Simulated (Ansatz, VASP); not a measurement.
K: VASP beside Ansatz

```
K
1.0
     4.31044    0.00000    0.00000
     0.00000    4.31044    0.00000
     0.00000    0.00000    4.31044
K
1
Direct
  0.00000 0.00000 0.00000
```

Alike in both runs: task single point; functional PBEsol; k mesh 2 × 2 × 2; occupations fermi-dirac, width 0.1 eV; no spin polarisation.

|  | VASP | Ansatz |
| --- | --- | --- |
| version | VASP 6.6.1 | Ansatz 0.2.0 |
| potentials or method | VASP PAW PBE potentials, release 64 (K_sv) | plane waves, PAW |
| plane-wave cutoff (eV) | 500 | 420 |
| valence electrons in the cell | 9 | 9 |

|  | VASP | Ansatz | Ansatz less VASP |
| --- | --- | --- | --- |
| pressure (GPa) | 0.3 | 0.3 | +0.01 |

VASP's potentials were made for PBE, not for PBEsol. The functional is the same, so the differences come from potentials, cutoffs and numerics.

The k mesh is coarse, so the values compare programs but aren't converged.
